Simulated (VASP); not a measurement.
# Si (P6/mmm) in VASP: notebook

Runs on Si. Level: LDA. Tasks: single point.

Everything below comes from runs of VASP 6.6.1. Logs are shortened: lines on timing, memory, paths and dates and some standing lists are left out, and cuts for length are marked.

### 1 The cell of the first run

Symmetry: P6/mmm, No. 191, hexagonal system. Conventional cell: a = 2.490 Å, b = 2.490 Å, c = 2.590 Å, α = 90.00°, β = 90.00°, γ = 120.00°. Si (site symmetry 6/mmm) has 8 Si at 2.49 to 2.59 Å within 3.3 Å.

### 2 Single point, LDA (strain -0.050 along x and y, +0.050 along z)

INCAR reads:

```
SYSTEM = Si
PREC = Accurate
ENCUT = 520
EDIFF = 1E-6
ISMEAR = 0
SIGMA = 0.15
LREAL = .FALSE.
LASPH = .TRUE.
NELM = 100
ALGO = Normal
ISIF = 2
LWAVE = .FALSE.
LCHARG = .FALSE.
NBANDS = 8
```

KPOINTS reads:

```
regular mesh
0
G
  21 21 20
  0 0 0
```

POSCAR reads:

```
Si
1.0
    2.4895156742      0.0000000000      0.0000000000
   -1.2447578371      2.1559838169      0.0000000000
    0.0000000000      0.0000000000      2.5896721095
Si
1
Direct
    0.0000000000      0.0000000000      0.0000000000
```

Potentials or basis: VASP PAW LDA potentials, release 64 (Si).

The run is started by

```sh
$ cat potpaw_LDA.64/Si/POTCAR > POTCAR
$ mpirun -np 1 vasp_std > vasp.out
```

OUTCAR:

```text
SYSTEM = Si
   PREC = Accurate
   ENCUT = 520
   EDIFF = 1E-6
   ISMEAR = 0
   LREAL = .FALSE.
   LASPH = .TRUE.
   NELM = 100
   ISIF = 2

 ion  position               nearest neighbor table
   1  0.000  0.000  0.000-

  LATTYP: Found a hexagonal cell.
 ALAT       =     2.4895156742
 C/A-ratio  =     1.0402312933

  Lattice vectors:

 A1 = (   2.4895156742,   0.0000000000,   0.0000000000)
 A2 = (  -1.2447578371,   2.1559838169,   0.0000000000)
 A3 = (   0.0000000000,   0.0000000000,   2.5896721095)

Analysis of symmetry for initial positions (statically):
=====================================================================
 Subroutine PRICEL returns:
 Original cell was already a primitive cell.

 Routine SETGRP: Setting up the symmetry group for a
 hexagonal supercell.

 Subroutine GETGRP returns: Found 24 space group operations
 (whereof 24 operations were pure point group operations)
 out of a pool of 24 trial point group operations.

The static configuration has the point symmetry D_6h.

Analysis of symmetry for dynamics (positions and initial velocities):
=====================================================================
 Subroutine PRICEL returns:
 Original cell was already a primitive cell.

 Routine SETGRP: Setting up the symmetry group for a
 hexagonal supercell.

 Subroutine GETGRP returns: Found 24 space group operations
 (whereof 24 operations were pure point group operations)
 out of a pool of 24 trial point group operations.

The dynamic configuration has the point symmetry D_6h.

 Subroutine INISYM returns: Found 24 space group operations
 (whereof 24 operations are pure point group operations),
 and found     1 'primitive' translations

----------------------------------------------------------------------------------------

                                     Primitive cell

  volume of cell :      13.8997

  direct lattice vectors                    reciprocal lattice vectors
     2.489515674  0.000000000  0.000000000     0.401684557  0.231912687  0.000000000
    -1.244757837  2.155983817  0.000000000     0.000000000  0.463825374  0.000000000
     0.000000000  0.000000000  2.589672109     0.000000000  0.000000000  0.386149272

  length of vectors
     2.489515674  2.489515674  2.589672109     0.463825374  0.463825374  0.386149272

  position of ions in fractional coordinates (direct lattice)
     0.000000000  0.000000000  0.000000000

  ion indices of the primitive-cell ions
   primitive index   ion index
                 1           1

----------------------------------------------------------------------------------------

 KPOINTS: regular mesh

Automatic generation of k-mesh.
 Grid dimensions read from file:
 generate k-points for:   21   21   20

 Generating k-lattice:

  Cartesian coordinates                     Fractional coordinates (reciprocal lattice)
     0.019127836  0.011043461  0.000000000     0.047619048 -0.000000000  0.000000000
     0.000000000  0.022086923  0.000000000     0.000000000  0.047619048  0.000000000
     0.000000000  0.000000000  0.019307464     0.000000000  0.000000000  0.050000000

  Length of vectors
     0.022086923  0.022086923  0.019307464

  Shift w.r.t. Gamma in fractional coordinates (k-lattice)
     0.000000000  0.000000000  0.000000000

 Subroutine IBZKPT returns following result:
 ===========================================

 Found    528 irreducible k-points:

 Following reciprocal coordinates:
            Coordinates               Weight
  0.000000  0.000000  0.000000      1.000000
  0.047619 -0.000000  0.000000      6.000000
  0.095238 -0.000000  0.000000      6.000000
  0.142857 -0.000000  0.000000      6.000000
  0.190476 -0.000000  0.000000      6.000000
  0.238095 -0.000000  0.000000      6.000000
[... 16 lines left out ...]
  0.142857  0.095238  0.000000     12.000000
  0.190476  0.095238  0.000000     12.000000
 [... further k-points ...]
   k-points           NKPTS =    528   k-points in BZ     NKDIM =    528   number of bands    NBANDS=      8
   number of dos      NEDOS =    301   number of ions     NIONS =      1
   total plane-waves  NPLWV =   8000
   dimension x,y,z NGX =    20 NGY =   20 NGZ =   20
   dimension x,y,z NGXF=    40 NGYF=   40 NGZF=   40
   ions per type =               1
   NGX,Y,Z   is equivalent  to a cutoff of  13.36, 13.36, 12.84 a.u.
   NGXF,Y,Z  is equivalent  to a cutoff of  26.71, 26.71, 25.68 a.u.
 SYSTEM =  Si
   PREC   = accura    normal or accurate (medium, high low for compatibility)
   ISTART =      0    job   : 0-new  1-cont  2-samecut
   ICHARG =      2    charge: 1-file 2-atom 10-const
   ISPIN  =      1    spin polarized calculation?
   LNONCOLLINEAR =      F non collinear calculations
   LSORBIT =      F    spin-orbit coupling
   LASPH  =      T    aspherical Exc in radial PAW
   ENCUT  =  520.0 eV  38.22 Ry    6.18 a.u.   4.63  4.63  4.82*2*pi/ulx,y,z
   NELM   =    100;   NELMIN=  2; NELMDL= -5     # of ELM steps
   EDIFF  = 0.1E-05   stopping-criterion for ELM
   LREAL  =      F    real-space projection
   EDIFFG = 0.1E-04   stopping-criterion for IOM
   NSW    =      0    number of steps for IOM
   IBRION =     -1    ionic relax: 0-MD 1-quasi-New 2-CG
   NFREE  =      0    steps in history (QN), initial steepest desc. (CG)
   ISIF   =      2    stress and relaxation
   ISYM   =      2    0-nonsym 1-usesym 2-fastsym
   POTIM  = 0.5000    time-step for ionic-motion
   TEBEG  =    0.0;   TEEND  =   0.0 temperature during run
   PSTRESS=    0.0 pullay stress
   NELECT =       4.0000    total number of electrons
   NUPDOWN=      -1.0000    fix difference up-down
   EMIN   =  10.00;   EMAX   =-10.00  energy-range for DOS
   EFERMI =   0.00;   METHOD = LEGACY
   ISMEAR =     0;   SIGMA  =   0.15  broadening in eV -4-tet -1-fermi 0-gaus
   EFERMI_NEDOS =   21; number of points for ismear=-14 and -15
   IALGO  =     38    algorithm
   IMIX   =      4    mixing-type and parameters
     AMIX     =   0.40;   BMIX     =  1.00
     AMIX_MAG =   1.60;   BMIX_MAG =  1.00
  volume/ion in A,a.u.               =      13.90        93.80
  Fermi-wavevector in a.u.,A,eV,Ry     =   1.080836  2.042484 15.894412  1.168206
  Thomas-Fermi vector in A             =   2.216837
   LORBIT       =      0    0 simple, 1 ext, 2 COOP (PROOUT), +10 PAW based schemes
   GGA     = CA    functional components
   LHFCALC =     F    Hartree Fock is set to
   AEXX    =    0.0000 exact exchange contribution
   IVDW    =     0    specifies the selected vdW correction
   LEPSILON=     F    determine dielectric tensor
   LRPA    =     F    only Hartree local field effects (RPA)
 non-spin polarized calculation
 Gauss-broadening in eV      SIGMA  =   0.15
  energy-cutoff  :      520.00
  volume of cell :       13.90
 maximum number of plane-waves:       393
 NGX is ok and might be reduce to    20
   NGX =  9   NGY =  9   NGZ =  9

 number of electron       4.0000000 magnetization

 Free energy of the ion-electron system (eV)
  ---------------------------------------------------
  ext. energy  EPLUGINS =         0.00000000
  ---------------------------------------------------
  free energy    TOTEN  =        -5.64708498 eV

  energy without entropy =       -5.64225429  energy(sigma->0) =       -5.64466964

 E-fermi :  10.3533     XC(G=0): -11.3532

 val. band max:       10.3363977230   @ k =   0.3333   0.1905   0.4000
 cond. band min:      10.3570528480   @ k =   0.3810   0.1905   0.0000
 fundamental gap:      0.0206551249
 Fermi energy:        10.3532756626

 k-point     1 :       0.0000    0.0000    0.0000
  band No.  band energies     occupation
      1      -4.2998      2.00000
      2      15.6627      0.00000
      3      16.6263      0.00000
      4      23.2091      0.00000
      5      23.2091      0.00000
      6      23.8869      0.00000
      7      23.8869      0.00000
      8      29.8135      0.00000

 k-point     2 :       0.0476   -0.0000    0.0000
  band No.  band energies     occupation
      1      -4.2292      2.00000
      2      15.7231      0.00000
      3      16.6094      0.00000
      4      21.9764      0.00000
      5      22.3186      0.00000
      6      24.2944      0.00000
      7      24.8959      0.00000
      8      30.5905      0.00000

 k-point     3 :       0.0952   -0.0000    0.0000
  band No.  band energies     occupation
      1      -4.0174      2.00000
      2      15.9043      0.00000
      3      16.4874      0.00000
      4      20.1913      0.00000
      5      21.2761      0.00000
      6      24.2293      0.00000
      7      26.2929      0.00000
      8      32.0865      0.00000

 k-point     4 :       0.1429   -0.0000    0.0000
  band No.  band energies     occupation
      1      -3.6650      2.00000
      2      15.9267      0.00000
      3      16.2061      0.00000
      4      18.7514      0.00000
      5      20.3381      0.00000
      6      23.9043      0.00000
      7      27.8186      0.00000
      8      33.0630      0.00000

 k-point     5 :       0.1905   -0.0000    0.0000
  band No.  band energies     occupation
      1      -3.1729      2.00000
      2      14.5343      0.00000
      3      16.6280      0.00000
      4      18.1593      0.00000
      5      19.5156      0.00000
      6      23.6007      0.00000
      7      29.4566      0.00000
      8      32.4060      0.00000
[... 177 lines left out ...]
 k-point    22 :       0.0952    0.0952    0.0000
  band No.  band energies     occupation
      1      -3.4539      2.00000
      2      15.7629      0.00000
      3      16.3870      0.00000
      4      17.5600      0.00000
      5      19.9153      0.00000
      6      25.4402      0.00000
      7      26.9225      0.00000
      8      33.5156      0.00000

 k-point    23 :       0.1429    0.0952    0.0000
  band No.  band energies     occupation
      1      -2.9624      2.00000
      2      14.6394      0.00000
      3      16.2278      0.00000
      4      16.8085      0.00000
      5      19.8552      0.00000
      6      25.4055      0.00000
      7      28.0120      0.00000
      8      32.1949      0.00000

 k-point    24 :       0.1905    0.0952    0.0000
  band No.  band energies     occupation
      1      -2.3326      2.00000
      2      12.8917      0.00000
      3      15.4544      0.00000
      4      17.3491      0.00000
      5      20.0472      0.00000
      6      25.1108      0.00000
      7      29.5253      0.00000
      8      30.7126      0.00000

 [... further k-points ...]
[... 5 lines left out ...]
  --------------------------------------------------------------------------------------
  -------------------------------------------------------------------------------------
  Total        1.3358968      1.3358968     -0.8378561      0.0000000     -0.0000000      0.0000000
  in kB      153.9849789    153.9849789    -96.5772599      0.0000000     -0.0000000      0.0000000
  external PRESSURE =      70.4642327 kB  Pullay stress =       0.0000000 kB

 VOLUME and BASIS-vectors are now :
 -----------------------------------------------------------------------------
  energy-cutoff  :      520.00
  volume of cell :       13.90
      direct lattice vectors                 reciprocal lattice vectors
     2.489515674  0.000000000  0.000000000     0.401684557  0.231912687  0.000000000
    -1.244757837  2.155983817  0.000000000     0.000000000  0.463825374  0.000000000
     0.000000000  0.000000000  2.589672109     0.000000000  0.000000000  0.386149272

 POSITION                                       TOTAL-FORCE (eV/Angst)
 -----------------------------------------------------------------------------------
      0.00000      0.00000      0.00000         0.000000      0.000000      0.000000
 -----------------------------------------------------------------------------------
    total drift:                               -0.000000     -0.000000      0.000000

  FREE ENERGIE OF THE ION-ELECTRON SYSTEM (eV)
  ---------------------------------------------------
  free  energy   TOTEN  =        -5.6470849818 eV

  energy  without entropy=       -5.6422542914  energy(sigma->0) =       -5.64466964
```

It took 16 s on 1 thread of Intel Xeon 6975P-C (Granite Rapids), shared host; peak memory 0.15 GiB.

What came out:

```yaml
Free_energy: -5.6471 eV
Pressure: 7.0 GPa
Band_gap_on_the_k_mesh: zero (band 2 reaches 16.09 eV, above the bottom of band 3 at 5.84 eV)
```

Caveat: the cell differs from its parent crystal (strain -0.050 along x and y, +0.050 along z).

### 3 Single point, LDA (strain -0.025 along x and y, +0.000 along z)

INCAR: that of step 2 with these lines changed.

```diff
@@ -3,3 +3,3 @@
 ENCUT = 520
-EDIFF = 1E-6
+EDIFF = 1E-7
 ISMEAR = 0
@@ -13,2 +13,3 @@
 LCHARG = .FALSE.
+GGA = CA
 NBANDS = 8
```

KPOINTS is that of step 2.

POSCAR reads:

```
Si
1.0
    2.5550292445      0.0000000000      0.0000000000
   -1.2775146223      2.2127202332      0.0000000000
    0.0000000000      0.0000000000      2.4663543900
Si
1
Direct
    0.0000000000      0.0000000000      0.0000000000
```

Potentials or basis: VASP PAW LDA potentials, release 64 (Si).

The run is started by

```sh
$ cat potpaw_LDA.64/Si/POTCAR > POTCAR
$ mpirun -np 1 vasp_std > vasp.out
```

OUTCAR:

```text
SYSTEM = Si
   PREC = Accurate
   ENCUT = 520
   EDIFF = 1E-7
   ISMEAR = 0
   LREAL = .FALSE.
   LASPH = .TRUE.
   NELM = 100
   ISIF = 2
   GGA = CA

 ion  position               nearest neighbor table
   1  0.000  0.000  0.000-

  LATTYP: Found a hexagonal cell.
 ALAT       =     2.5550292445
 C/A-ratio  =     0.9652939963

  Lattice vectors:

 A1 = (   2.5550292445,   0.0000000000,   0.0000000000)
 A2 = (  -1.2775146223,   2.2127202332,   0.0000000000)
 A3 = (   0.0000000000,   0.0000000000,   2.4663543900)

Analysis of symmetry for initial positions (statically):
=====================================================================
 Subroutine PRICEL returns:
 Original cell was already a primitive cell.

 Routine SETGRP: Setting up the symmetry group for a
 hexagonal supercell.

 Subroutine GETGRP returns: Found 24 space group operations
 (whereof 24 operations were pure point group operations)
 out of a pool of 24 trial point group operations.

The static configuration has the point symmetry D_6h.

Analysis of symmetry for dynamics (positions and initial velocities):
=====================================================================
 Subroutine PRICEL returns:
 Original cell was already a primitive cell.

 Routine SETGRP: Setting up the symmetry group for a
 hexagonal supercell.

 Subroutine GETGRP returns: Found 24 space group operations
 (whereof 24 operations were pure point group operations)
 out of a pool of 24 trial point group operations.

The dynamic configuration has the point symmetry D_6h.

 Subroutine INISYM returns: Found 24 space group operations
 (whereof 24 operations are pure point group operations),
 and found     1 'primitive' translations

----------------------------------------------------------------------------------------

                                     Primitive cell

[... 103 lines left out ...]
   ISMEAR =     0;   SIGMA  =   0.15  broadening in eV -4-tet -1-fermi 0-gaus
   EFERMI_NEDOS =   21; number of points for ismear=-14 and -15
   IALGO  =     38    algorithm
   IMIX   =      4    mixing-type and parameters
     AMIX     =   0.40;   BMIX     =  1.00
     AMIX_MAG =   1.60;   BMIX_MAG =  1.00
  volume/ion in A,a.u.               =      13.94        94.10
  Fermi-wavevector in a.u.,A,eV,Ry     =   1.079698  2.040333 15.860955  1.165747
  Thomas-Fermi vector in A             =   2.215670
   LORBIT       =      0    0 simple, 1 ext, 2 COOP (PROOUT), +10 PAW based schemes
   GGA     = CA    functional components
   LHFCALC =     F    Hartree Fock is set to
   AEXX    =    0.0000 exact exchange contribution
   IVDW    =     0    specifies the selected vdW correction
   LEPSILON=     F    determine dielectric tensor
   LRPA    =     F    only Hartree local field effects (RPA)
 non-spin polarized calculation
 Gauss-broadening in eV      SIGMA  =   0.15
  energy-cutoff  :      520.00
  volume of cell :       13.94
 maximum number of plane-waves:       405
 NGX is ok and might be reduce to    20
   NGX =  9   NGY =  9   NGZ =  9

 number of electron       4.0000000 magnetization

 Free energy of the ion-electron system (eV)
  ---------------------------------------------------
  ext. energy  EPLUGINS =         0.00000000
  ---------------------------------------------------
  free energy    TOTEN  =        -5.72153695 eV

  energy without entropy =       -5.71722763  energy(sigma->0) =       -5.71938229

 E-fermi :  10.3374     XC(G=0): -11.3525

 val. band max:       10.3370480281   @ k =   0.2381   0.0952   0.2500
 cond. band min:      10.3441139072   @ k =   0.3333   0.2381   0.3500
 fundamental gap:      0.0070658791
 Fermi energy:        10.3374036465

 k-point     1 :       0.0000    0.0000    0.0000
  band No.  band energies     occupation
      1      -4.2310      2.00000
      2      17.6111      0.00000
      3      17.8221      0.00000
      4      21.6172      0.00000
      5      21.6172      0.00000
      6      23.0556      0.00000
      7      23.0556      0.00000
      8      28.7489      0.00000
[... 243 lines left out ...]
 k-point    24 :       0.1905    0.0952    0.0000
  band No.  band energies     occupation
      1      -2.3655      2.00000
      2      12.1735      0.00000
      3      14.7761      0.00000
      4      19.3861      0.00000
      5      20.4660      0.00000
      6      24.3431      0.00000
      7      28.4917      0.00000
      8      31.7353      0.00000

 [... further k-points ...]
[... 5 lines left out ...]
  --------------------------------------------------------------------------------------
  -------------------------------------------------------------------------------------
  Total        0.7163288      0.7163288     -0.0122771     -0.0000000     -0.0000000      0.0000000
  in kB       82.3085883     82.3085883     -1.4106780     -0.0000000     -0.0000000      0.0000000
  external PRESSURE =      54.4021662 kB  Pullay stress =       0.0000000 kB

 VOLUME and BASIS-vectors are now :
 -----------------------------------------------------------------------------
  energy-cutoff  :      520.00
  volume of cell :       13.94
      direct lattice vectors                 reciprocal lattice vectors
     2.555029245  0.000000000  0.000000000     0.391384953  0.225966208  0.000000000
    -1.277514622  2.212720233  0.000000000     0.000000000  0.451932416  0.000000000
     0.000000000  0.000000000  2.466354390     0.000000000  0.000000000  0.405456736

 POSITION                                       TOTAL-FORCE (eV/Angst)
 -----------------------------------------------------------------------------------
      0.00000      0.00000      0.00000        -0.000000      0.000000      0.000000
 -----------------------------------------------------------------------------------
    total drift:                                0.000000      0.000000      0.000000

  FREE ENERGIE OF THE ION-ELECTRON SYSTEM (eV)
  ---------------------------------------------------
  free  energy   TOTEN  =        -5.7215369463 eV

  energy  without entropy=       -5.7172276278  energy(sigma->0) =       -5.71938229
```

Wall time 16 s (1 thread of Intel Xeon 6975P-C (Granite Rapids), shared host); peak memory 0.15 GiB.

Results:

- Free energy: -5.7215 eV
- Pressure: 5.4 GPa
- Band gap on the k mesh: zero (band 2 reaches 17.61 eV, above the bottom of band 3 at 5.58 eV)

Caveat: the cell differs from its parent crystal (strain -0.025 along x and y, +0.000 along z).

[end of part 1 of 2]
